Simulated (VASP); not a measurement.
# LiZn (Fd-3m) in VASP: further runs

LiZn is run at these levels: LDA; tasks: single point, relaxation of cell and atoms.

Everything below comes from runs of VASP 6.6.1. Logs are shortened: lines on timing, memory, paths and dates and some standing lists are left out, and cuts for length are marked.

## 1. The cell of the first run

Symmetry: Fd-3m, No. 227, cubic system. The conventional cell has a = 5.936 Å, b = 5.936 Å, c = 5.936 Å, α = 90.00°, β = 90.00°, γ = 90.00°. Within 3.4 Å of Li (site symmetry -43m) lie 4 Li at 2.57 Å and 10 Zn at 2.57 to 2.97 Å. Zn (site symmetry -43m) has 10 Li at 2.57 to 2.97 Å and 4 Zn at 2.57 Å within 3.4 Å.

## 2. Single point, LDA

INCAR

```
PREC = Accurate ; ENCUT = 520
EDIFF = 1E-6 ; ISMEAR = -1
SIGMA = 0.08 ; LREAL = False
LASPH = True ; NELM = 100
ALGO = Normal ; ISIF = 2
LWAVE = False ; LCHARG = True
GGA = CA ; LELF = True
LVHAR = True ; NBANDS = 23
```

KPOINTS

```
regular mesh
0
Gamma
  8 8 8
```

POSCAR

```
LiZn
1.0
    0.0000000000      2.9681790490      2.9681790490
    2.9681790490      0.0000000000      2.9681790490
    2.9681790490      2.9681790490      0.0000000000
Li Zn
2 2
Direct
    0.5000000000      0.5000000000      0.5000000000
    0.7500000000      0.7500000000      0.7500000000
    0.0000000000      0.0000000000      0.0000000000
    0.2500000000      0.2500000000      0.2500000000
```

Potentials or basis: VASP PAW LDA potentials, release 64 (Li_sv, Zn).

Launch:

```console
cat potpaw_LDA.64/Li_sv/POTCAR potpaw_LDA.64/Zn/POTCAR > POTCAR
mpirun -np 1 vasp_std > vasp.out
```

OUTCAR:

```text
PREC = Accurate
   ENCUT = 520
   EDIFF = 1E-6
   ISMEAR = -1
   LREAL = False
   LASPH = True
   NELM = 100
   ISIF = 2
   GGA = CA

 ion  position               nearest neighbor table
   1  0.500  0.500  0.500-   4 2.57   4 2.57   4 2.57   2 2.57   4 2.57   2 2.57   2 2.57   2 2.57

   2  0.750  0.750  0.750-   1 2.57   1 2.57   1 2.57   1 2.57   3 2.57   3 2.57   3 2.57   3 2.57

   3  0.000  0.000  0.000-   2 2.57   2 2.57   2 2.57   2 2.57   4 2.57   4 2.57   4 2.57   4 2.57

   4  0.250  0.250  0.250-   3 2.57   3 2.57   3 2.57   1 2.57   3 2.57   1 2.57   1 2.57   1 2.57

  LATTYP: Found a face centered cubic cell.
 ALAT       =     5.9363580980

  Lattice vectors:

 A1 = (   0.0000000000,   2.9681790490,   2.9681790490)
 A2 = (   2.9681790490,   0.0000000000,   2.9681790490)
 A3 = (   2.9681790490,   2.9681790490,   0.0000000000)

Analysis of symmetry for initial positions (statically):
=====================================================================
 Subroutine PRICEL returns:
 Original cell was already a primitive cell.

 Routine SETGRP: Setting up the symmetry group for a
 face centered cubic supercell.

 Subroutine GETGRP returns: Found 48 space group operations
 (whereof 24 operations were pure point group operations)
 out of a pool of 48 trial point group operations.

The static configuration has the point symmetry T_d .
 The point group associated with its full space group is O_h .

Analysis of symmetry for dynamics (positions and initial velocities):
=====================================================================
 Subroutine PRICEL returns:
 Original cell was already a primitive cell.

 Routine SETGRP: Setting up the symmetry group for a
 face centered cubic supercell.

 Subroutine GETGRP returns: Found 48 space group operations
 (whereof 24 operations were pure point group operations)
 out of a pool of 48 trial point group operations.

The dynamic configuration has the point symmetry T_d .
 The point group associated with its full space group is O_h .

 Subroutine INISYM returns: Found 48 space group operations
 (whereof 24 operations are pure point group operations),
 and found     1 'primitive' translations

----------------------------------------------------------------------------------------

[... 86 lines left out ...]
 SYSTEM =  unknown system
   PREC   = accura    normal or accurate (medium, high low for compatibility)
   ISTART =      0    job   : 0-new  1-cont  2-samecut
   ICHARG =      2    charge: 1-file 2-atom 10-const
   ISPIN  =      1    spin polarized calculation?
   LNONCOLLINEAR =      F non collinear calculations
   LSORBIT =      F    spin-orbit coupling
   LASPH  =      T    aspherical Exc in radial PAW
   ENCUT  =  520.0 eV  38.22 Ry    6.18 a.u.   7.80  7.80  7.80*2*pi/ulx,y,z
   NELM   =    100;   NELMIN=  2; NELMDL= -5     # of ELM steps
   EDIFF  = 0.1E-05   stopping-criterion for ELM
   LREAL  =      F    real-space projection
   EDIFFG = 0.1E-04   stopping-criterion for IOM
   NSW    =      0    number of steps for IOM
   IBRION =     -1    ionic relax: 0-MD 1-quasi-New 2-CG
   NFREE  =      0    steps in history (QN), initial steepest desc. (CG)
   ISIF   =      2    stress and relaxation
   ISYM   =      2    0-nonsym 1-usesym 2-fastsym
   POTIM  = 0.5000    time-step for ionic-motion
   TEBEG  =    0.0;   TEEND  =   0.0 temperature during run
   PSTRESS=    0.0 pullay stress
   NELECT =      30.0000    total number of electrons
   NUPDOWN=      -1.0000    fix difference up-down
   EMIN   =  10.00;   EMAX   =-10.00  energy-range for DOS
   EFERMI =   0.00;   METHOD = LEGACY
   ISMEAR =    -1;   SIGMA  =   0.08  broadening in eV -4-tet -1-fermi 0-gaus
   EFERMI_NEDOS =   21; number of points for ismear=-14 and -15
   IALGO  =     38    algorithm
   IMIX   =      4    mixing-type and parameters
     AMIX     =   0.40;   BMIX     =  1.00
     AMIX_MAG =   1.60;   BMIX_MAG =  1.00
  volume/ion in A,a.u.               =      13.07        88.23
  Fermi-wavevector in a.u.,A,eV,Ry     =   1.360239  2.570479 25.174174  1.850250
  Thomas-Fermi vector in A             =   2.486918
   LORBIT       =      0    0 simple, 1 ext, 2 COOP (PROOUT), +10 PAW based schemes
   GGA     = CA    functional components
   LHFCALC =     F    Hartree Fock is set to
   AEXX    =    0.0000 exact exchange contribution
   IVDW    =     0    specifies the selected vdW correction
   LEPSILON=     F    determine dielectric tensor
   LRPA    =     F    only Hartree local field effects (RPA)
 non-spin polarized calculation
  energy-cutoff  :      520.00
  volume of cell :       52.30
 maximum number of plane-waves:      1424
   NGX = 15   NGY = 15   NGZ = 15

 number of electron      29.9999992 magnetization

 Free energy of the ion-electron system (eV)
  ---------------------------------------------------
  ext. energy  EPLUGINS =         0.00000000
  ---------------------------------------------------
  free energy    TOTEN  =        -8.81382105 eV

  energy without entropy =       -8.79593728  energy(sigma->0) =       -8.80487917

 E-fermi :   2.5131     XC(G=0): -10.6080

 val. band max:        2.3704318985   @ k =   0.5000   0.2500   0.0000
 cond. band min:       2.6244228648   @ k =  -0.3750   0.2500   0.1250
 fundamental gap:      0.2539909664
 Fermi energy:         2.5130603423

 k-point     1 :       0.0000    0.0000    0.0000
  band No.  band energies     occupation
      1     -42.3048      2.00000
      2     -42.2170      2.00000
      3      -5.5830      2.00000
      4      -5.0502      2.00000
      5      -5.0502      2.00000
      6      -5.0502      2.00000
[... 613 lines left out ...]
     22      12.0279      0.00000
     23      14.5657      0.00000

 [... further k-points ...]
[... 5 lines left out ...]
  --------------------------------------------------------------------------------------
  -------------------------------------------------------------------------------------
  Total        0.0907859      0.0907859      0.0907859      0.0000000      0.0000000      0.0000000
  in kB        2.7811767      2.7811767      2.7811767      0.0000000      0.0000000      0.0000000
  external PRESSURE =       2.7811767 kB  Pullay stress =       0.0000000 kB

 VOLUME and BASIS-vectors are now :
 -----------------------------------------------------------------------------
  energy-cutoff  :      520.00
  volume of cell :       52.30
      direct lattice vectors                 reciprocal lattice vectors
     0.000000000  2.968179049  2.968179049    -0.168453450  0.168453450  0.168453450
     2.968179049  0.000000000  2.968179049     0.168453450 -0.168453450  0.168453450
     2.968179049  2.968179049  0.000000000     0.168453450  0.168453450 -0.168453450

 POSITION                                       TOTAL-FORCE (eV/Angst)
 -----------------------------------------------------------------------------------
      2.96818      2.96818      2.96818         0.000000      0.000000      0.000000
      4.45227      4.45227      4.45227        -0.000000     -0.000000     -0.000000
      0.00000      0.00000      0.00000         0.000000      0.000000      0.000000
      1.48409      1.48409      1.48409        -0.000000     -0.000000     -0.000000
 -----------------------------------------------------------------------------------
    total drift:                               -0.000000      0.000000      0.000000

  FREE ENERGIE OF THE ION-ELECTRON SYSTEM (eV)
  ---------------------------------------------------
  free  energy   TOTEN  =        -8.8138210509 eV

  energy  without entropy=       -8.7959372837  energy(sigma->0) =       -8.80487917
```

OSZICAR:

```text
N       E                     dE             d eps       ncg     rms          rms(c)
DAV:   1     0.165534475792E+03    0.16553E+03   -0.14638E+04  1342   0.181E+03
DAV:   2     0.638296654003E+01   -0.15915E+03   -0.15300E+03  1348   0.346E+02
DAV:   3    -0.899936363071E+01   -0.15382E+02   -0.15103E+02  2282   0.862E+01
DAV:   4    -0.959461060611E+01   -0.59525E+00   -0.59070E+00  1654   0.147E+01
DAV:   5    -0.960343318053E+01   -0.88226E-02   -0.88220E-02  1794   0.181E+00    0.486E+00
DAV:   6    -0.889949475177E+01    0.70394E+00   -0.36486E+00  1663   0.339E+01    0.312E+00
DAV:   7    -0.883518870241E+01    0.64306E-01   -0.31783E-01  1591   0.844E+00    0.113E+00
DAV:   8    -0.881505188505E+01    0.20137E-01   -0.20950E-02  1537   0.128E+00    0.201E-01
DAV:   9    -0.881385221236E+01    0.11997E-02   -0.16733E-03  2143   0.492E-01    0.619E-02
DAV:  10    -0.881382486188E+01    0.27350E-04   -0.26188E-04  1502   0.114E-01    0.152E-02
DAV:  11    -0.881382082836E+01    0.40335E-05   -0.36016E-05  1923   0.851E-02    0.878E-03
DAV:  12    -0.881382105092E+01   -0.22256E-06   -0.15291E-06  1198   0.172E-02
   1 F= -.88138211E+01 E0= -.88048792E+01  d E =-.178838E-01
```

Wall time 10 s (1 thread of Intel Xeon 6975P-C (Granite Rapids), shared host); peak memory 0.16 GiB.

What came out:

```
Free energy            : -8.8138 eV
Band gap on the k mesh : zero (bands 15 and 16 overlap by 5.33 eV)
```

Levels at points of the mesh, in eV from the Fermi level:
```
           k point  band 12  band 13  band 14  band 15  band 16  band 17  band 18  band 19
(0.00, 0.00, 0.00)    -6.82    -6.82     3.75     3.75     3.75     3.85     3.85     3.85
(0.50, 0.00, 0.00)    -6.85    -5.64    -3.91     1.91     1.91     3.33     3.33     4.21
(0.50, 0.50, 0.00)    -6.82    -4.25    -4.25    -1.11    -1.11     3.21     3.21    11.11
```

Caveat: the cutoff is under 1.25 times the usual one of these potentials, so pressure, stress and relaxed cells hold a basis-set (Pulay) error.

## 3. Relaxation of cell and atoms, LDA

This run uses another cell than the first one, of 15.14 Å³/atom.

INCAR

```
PREC     = Accurate       # precision mode
ENCUT    = 600            # plane-wave cutoff, eV
EDIFF    = 1E-6           # SCF threshold, eV
ISMEAR   = -1             # smearing method
SIGMA    = 0.08           # smearing width, eV
LREAL    = False          # projectors in reciprocal space
LASPH    = True           # aspherical terms in the spheres
NELM     = 100            # most SCF steps
ALGO     = Normal         # electronic algorithm
ISIF     = 3              # what is computed and relaxed
LWAVE    = False          # write WAVECAR
LCHARG   = False          # write CHGCAR
GGA      = CA             # functional
IBRION   = 2              # ionic algorithm
NSW      = 100            # ionic steps
EDIFFG   = -0.002         # ionic threshold
```

KPOINTS

```
Automatic mesh
0
Gamma
  8 8 8
```

POSCAR

```
LiZn
1.0
    0.0000000000      3.1170000000      3.1170000000
    3.1170000000      0.0000000000      3.1170000000
    3.1170000000      3.1170000000      0.0000000000
Li Zn
2 2
Direct
    0.5000000000      0.5000000000      0.5000000000
    0.7500000000      0.7500000000      0.7500000000
    0.0000000000      0.0000000000      0.0000000000
    0.2500000000      0.2500000000      0.2500000000
```

Potentials or basis: VASP PAW LDA potentials, release 64 (Li_sv, Zn).

Launch:

```console
cat potpaw_LDA.64/Li_sv/POTCAR potpaw_LDA.64/Zn/POTCAR > POTCAR
mpirun -np 1 vasp_std > vasp.out
```

OUTCAR:

```text
PREC = Accurate
   ENCUT = 600
   EDIFF = 1E-6
   ISMEAR = -1
   LREAL = False
   LASPH = True
   NELM = 100
   ISIF = 3
   GGA = CA
   IBRION = 2
   NSW = 100
   EDIFFG = -0.002

 ion  position               nearest neighbor table
   1  0.500  0.500  0.500-   4 2.70   4 2.70   4 2.70   4 2.70
   2  0.750  0.750  0.750-   3 2.70   3 2.70   3 2.70   3 2.70
   3  0.000  0.000  0.000-   2 2.70   2 2.70   2 2.70   4 2.70   4 2.70   4 2.70   4 2.70   2 2.70

   4  0.250  0.250  0.250-   3 2.70   3 2.70   3 2.70   1 2.70   1 2.70   1 2.70   3 2.70   1 2.70

  LATTYP: Found a face centered cubic cell.
 ALAT       =     6.2340000000

  Lattice vectors:

 A1 = (   0.0000000000,   3.1170000000,   3.1170000000)
 A2 = (   3.1170000000,   0.0000000000,   3.1170000000)
 A3 = (   3.1170000000,   3.1170000000,   0.0000000000)

Analysis of symmetry for initial positions (statically):
=====================================================================
 Subroutine PRICEL returns:
 Original cell was already a primitive cell.

 Routine SETGRP: Setting up the symmetry group for a
 face centered cubic supercell.

 Subroutine GETGRP returns: Found 48 space group operations
 (whereof 24 operations were pure point group operations)
 out of a pool of 48 trial point group operations.

The static configuration has the point symmetry T_d .
 The point group associated with its full space group is O_h .

Analysis of symmetry for dynamics (positions and initial velocities):
=====================================================================
 Subroutine PRICEL returns:
 Original cell was already a primitive cell.

 Routine SETGRP: Setting up the symmetry group for a
 face centered cubic supercell.

 Subroutine GETGRP returns: Found 48 space group operations
 (whereof 24 operations were pure point group operations)
 out of a pool of 48 trial point group operations.

The dynamic configuration has the point symmetry T_d .
 The point group associated with its full space group is O_h .

 Subroutine INISYM returns: Found 48 space group operations
 (whereof 24 operations are pure point group operations),
 and found     1 'primitive' translations

----------------------------------------------------------------------------------------
[... 92 lines left out ...]
   LNONCOLLINEAR =      F non collinear calculations
   LSORBIT =      F    spin-orbit coupling
   LASPH  =      T    aspherical Exc in radial PAW
   ENCUT  =  600.0 eV  44.10 Ry    6.64 a.u.   8.80  8.80  8.80*2*pi/ulx,y,z
   NELM   =    100;   NELMIN=  2; NELMDL= -5     # of ELM steps
   EDIFF  = 0.1E-05   stopping-criterion for ELM
   LREAL  =      F    real-space projection
   EDIFFG = -.2E-02   stopping-criterion for IOM
   NSW    =    100    number of steps for IOM
   IBRION =      2    ionic relax: 0-MD 1-quasi-New 2-CG
   NFREE  =      1    steps in history (QN), initial steepest desc. (CG)
   ISIF   =      3    stress and relaxation
   ISYM   =      2    0-nonsym 1-usesym 2-fastsym
   POTIM  = 0.5000    time-step for ionic-motion
   TEBEG  =    0.0;   TEEND  =   0.0 temperature during run
   PSTRESS=    0.0 pullay stress
   NELECT =      30.0000    total number of electrons
   NUPDOWN=      -1.0000    fix difference up-down
   EMIN   =  10.00;   EMAX   =-10.00  energy-range for DOS
   EFERMI =   0.00;   METHOD = LEGACY
   ISMEAR =    -1;   SIGMA  =   0.08  broadening in eV -4-tet -1-fermi 0-gaus
   EFERMI_NEDOS =   21; number of points for ismear=-14 and -15
   IALGO  =     38    algorithm
   IMIX   =      4    mixing-type and parameters
     AMIX     =   0.40;   BMIX     =  1.00
     AMIX_MAG =   1.60;   BMIX_MAG =  1.00
  volume/ion in A,a.u.               =      15.14       102.18
  Fermi-wavevector in a.u.,A,eV,Ry     =   1.295294  2.447751 22.827682  1.677787
  Thomas-Fermi vector in A             =   2.426823
   LORBIT       =      0    0 simple, 1 ext, 2 COOP (PROOUT), +10 PAW based schemes
   GGA     = CA    functional components
   LHFCALC =     F    Hartree Fock is set to
   AEXX    =    0.0000 exact exchange contribution
   IVDW    =     0    specifies the selected vdW correction
   LEPSILON=     F    determine dielectric tensor
   LRPA    =     F    only Hartree local field effects (RPA)
 conjugate gradient relaxation of ions
 non-spin polarized calculation
  energy-cutoff  :      600.00
  volume of cell :       60.57
 maximum number of plane-waves:      2085
   NGX = 17   NGY = 17   NGZ = 17

--------------------------------------- Ionic step        1  -------------------------------------------

 number of electron      30.0000023 magnetization

 Free energy of the ion-electron system (eV)
  ---------------------------------------------------
  ext. energy  EPLUGINS =         0.00000000
  ---------------------------------------------------
  free energy    TOTEN  =        -8.65199842 eV

  energy without entropy =       -8.62852876  energy(sigma->0) =       -8.64026359

 E-fermi :   1.8085     XC(G=0):  -9.9632

 val. band max:        1.7458749438   @ k =   0.5000   0.2500   0.0000
 cond. band min:       1.9278419417   @ k =  -0.3750   0.2500   0.1250
 fundamental gap:      0.1819669979
 Fermi energy:         1.8085091924
[... 1178 lines left out ...]
--------------------------------------- Ionic step        4  -------------------------------------------

 number of electron      30.0000001 magnetization

 Free energy of the ion-electron system (eV)
  ---------------------------------------------------
  ext. energy  EPLUGINS =         0.00000000
  ---------------------------------------------------
  free energy    TOTEN  =        -8.82216852 eV

  energy without entropy =       -8.80420978  energy(sigma->0) =       -8.81318915

 E-fermi :   2.5023     XC(G=0): -10.5992

 val. band max:        2.3612499753   @ k =   0.5000   0.2500   0.0000
 cond. band min:       2.6134495057   @ k =  -0.3750   0.2500   0.1250
 fundamental gap:      0.2521995304
 Fermi energy:         2.5023232017
[... 559 lines left out ...]
  FREE ENERGIE OF THE ION-ELECTRON SYSTEM (eV)
  ---------------------------------------------------
  free  energy   TOTEN  =        -8.8221685155 eV

  energy  without entropy=       -8.8042097820  energy(sigma->0) =       -8.81318915

 reached required accuracy - stopping structural energy minimisation
```

OSZICAR:

```text
N       E                     dE             d eps       ncg     rms          rms(c)
DAV:   1     0.158477259846E+03    0.15848E+03   -0.16615E+04  1102   0.229E+03
DAV:   2     0.467534717847E+01   -0.15380E+03   -0.15069E+03  1102   0.393E+02
[... 33 lines left out ...]
DAV:   1    -0.890913305584E+01   -0.89145E-01   -0.10133E+00  1222   0.169E+01    0.214E+00
DAV:   2    -0.883331960094E+01    0.75813E-01   -0.40495E-01  1201   0.127E+01    0.694E-01
DAV:   3    -0.882552652438E+01    0.77931E-02   -0.15203E-02  1275   0.210E+00    0.389E-01
DAV:   4    -0.882217105548E+01    0.33555E-02   -0.16740E-03  1749   0.476E-01    0.313E-02
DAV:   5    -0.882217312771E+01   -0.20722E-05   -0.14363E-04  1250   0.107E-01    0.193E-02
DAV:   6    -0.882216922958E+01    0.38981E-05   -0.36316E-05  1748   0.620E-02    0.695E-03
DAV:   7    -0.882216851552E+01    0.71406E-06   -0.46637E-06  1153   0.235E-02
   4 F= -.88221685E+01 E0= -.88131891E+01  d E =-.170170E+00
```

Run time: 40 s. Hardware: 1 thread of Intel Xeon 6975P-C (Granite Rapids), shared host; peak memory 0.19 GiB.

Results:

| Item | Value |
| --- | --- |
| Free energy | -8.8222 eV |
| Relaxed volume | 13.10 Å³/atom |
| Relaxed cell | a = 4.200 Å, b = 4.200 Å, c = 4.200 Å, α = 60.00°, β = 60.00°, γ = 60.00° |
| Space group after relaxing (to 0.1 Å) | Fd-3m (No. 227) |
| Energy gained by relaxing | 42.5 meV/atom |
| Ionic steps | 4 |
| Pressure after relaxing | 0.0 GPa |
| Band gap on the k mesh | zero (bands 15 and 16 overlap by 5.32 eV) |

Step by step:
```csv
step,energy change (eV),largest force (eV/Å),pressure (GPa),volume (Å³)
1,0.0000,0.0000,-5.79,60.57
2,-0.1334,0.0000,-3.02,55.90
3,-0.1680,0.0000,-0.72,53.18
4,-0.1702,0.0000,0.00,52.40
```

Final structure:
```yaml
crystal:
  lattice:
    - [0.00000, 2.97009, 2.97009]
    - [2.97009, 0.00000, 2.97009]
    - [2.97009, 2.97009, 0.00000]
  atoms:
    - { symbol: Li, position: [0.50000, 0.50000, 0.50000] }
    - { symbol: Li, position: [0.75000, 0.75000, 0.75000] }
    - { symbol: Zn, position: [0.00000, 0.00000, 0.00000] }
    - { symbol: Zn, position: [0.25000, 0.25000, 0.25000] }
```

Caveat: the cutoff is under 1.25 times the usual one of these potentials, so pressure, stress and relaxed cells hold a basis-set (Pulay) error. LDA usually gives volumes a few per cent too small.
